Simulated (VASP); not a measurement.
Wanted: the native input for a VASP 6.6.1 run.

* Task: relaxation of cell and atoms
* Functional: PBEsol
* Potentials or basis: VASP PAW PBE potentials, release 64 (Zn, S)
* Cutoff: 600 eV
* k mesh: 10 × 10 × 6
* Occupations: fermi-dirac, width 0.08 eV
* Spin: no spin polarisation
* Dipole correction: no
* Further INCAR settings: ALGO = Normal; EDIFF = 1e-06; IBRION = 2; EDIFFG = -0.002; NSW = 100; ISIF = 3

The structure of ZnS lies in POSCAR:

```
ZnS
1.0
    3.8110000000      0.0000000000      0.0000000000
   -1.9055000000      3.3004228138      0.0000000000
    0.0000000000      0.0000000000      6.2340000000
Zn S
2 2
Direct
    0.3333333333      0.6666666667      0.0000000000
    0.6666666667      0.3333333333      0.5000000000
    0.3333333333      0.6666666667      0.3850000000
    0.6666666667      0.3333333333      0.8850000000
```

These files were run (other wordings do the same):

INCAR

```
SYSTEM = ZnS
PREC = Accurate
ENCUT = 600
EDIFF = 1E-6
ISMEAR = -1
SIGMA = 0.08
LREAL = .False.
LASPH = .True.
NELM = 60
ALGO = Normal
ISIF = 3
LWAVE = .False.
LCHARG = .False.
GGA = PS
IBRION = 2
NSW = 100
EDIFFG = -0.002
```

KPOINTS

```
Automatic mesh
0
Gamma
  10 10 6
  0 0 0
```

Potentials or basis: VASP PAW PBE potentials, release 64 (Zn, S).

The run is started by

```console
$ cat potpaw_PBE.64/Zn/POTCAR potpaw_PBE.64/S/POTCAR > POTCAR
$ mpirun -np 1 vasp_std > vasp.out
```

Results of the run:

The relaxed volume is 19.27 Å³/atom and the relaxed cell is a = 3.785 Å, b = 3.785 Å, c = 6.212 Å, α = 90.00°, β = 90.00°, γ = 120.00°. The space group after relaxing (to 0.1 Å) is P6_3mc (No. 186) and the energy gained by relaxing is 6.5 meV/atom. The ionic steps are 20. The pressure after relaxing is 0.0 GPa and the band gap on the k mesh is 2.15 eV.

Caveat: the PAW data sets were made with another functional, which shifts forces and pressure a little.

Run time: 12 min on 1 thread of Oxide Virtual Turin-like Processor, with other jobs on the host, peak memory 0.24 GiB.
